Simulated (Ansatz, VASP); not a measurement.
**RbPt3: VASP beside Ansatz**

INCAR

```
PREC = Accurate
ENCUT = 520
EDIFF = 1E-6
ISMEAR = 0
SIGMA = 0.1
LREAL = F
LASPH = T
NELM = 60
ALGO = Normal
ISIF = 2
LWAVE = F
LCHARG = T
GGA = PE
LELF = T
LVHAR = T
NBANDS = 28
```

The input KPOINTS:

```
regular mesh
0
Gamma
  4 4 4
```

Contents of POSCAR:

```
RbPt3
1.0
    4.3917528874      0.0000000000      0.0000000000
    0.0000000000      4.3917528874      0.0000000000
    0.0000000000      0.0000000000      4.3917528874
Rb Pt
1 3
Direct
    0.0000000000      0.0000000000      0.0000000000
    0.0000000000      0.5000000000      0.5000000000
    0.5000000000      0.0000000000      0.5000000000
    0.5000000000      0.5000000000      0.0000000000
```

Input for Ansatz:

```yaml
crystal:
  lattice:
    - [4.3917528874, 0.0, 0.0]
    - [0.0, 4.3917528874, 0.0]
    - [0.0, 0.0, 4.3917528874]
  atoms:
    - { symbol: Rb, position: [0.0, 0.0, 0.0] }
    - { symbol: Pt, position: [0.0, 0.5, 0.5] }
    - { symbol: Pt, position: [0.5, 0.0, 0.5] }
    - { symbol: Pt, position: [0.5, 0.5, 0.0] }
basis:
  ecutwfc: 420
kpoints:
  mp_grid: { grid: [4, 4, 4] }
hamiltonian:
  xc: pbe
scf:
  occupations: { method: gaussian, width: 0.1 }
  lower_state_search: "off"
output:
  forces: true
  stress: true
  eigenvalues: true
```

Alike in both runs: task single point; functional PBE; k mesh 4 × 4 × 4; occupations gaussian, width 0.1 eV; no spin polarisation.

|  | VASP | Ansatz |
| --- | --- | --- |
| version | VASP 6.6.1 | Ansatz 0.2.0 |
| potentials or method | VASP PAW PBE potentials, release 64 (Rb_sv, Pt), cutoff 520 eV | scalar-relativistic, plane waves, PAW |
| valence electrons in the cell | 39 | 63 |

VASP gave:

* gap on the k mesh at the Fermi level (eV): none
* pressure (GPa): -7.6

**Question.** Which values does Ansatz return?

**Answer.** gap on the k mesh at the Fermi level (eV): none; pressure (GPa): -7.8.

A gap of «none» marks a metal or a gap that the smearing closes. VASP's potentials hold 39 valence electrons a cell and Ansatz's 63, so a difference there can come from the potentials and not from the codes.

Spin-orbit coupling is off throughout.
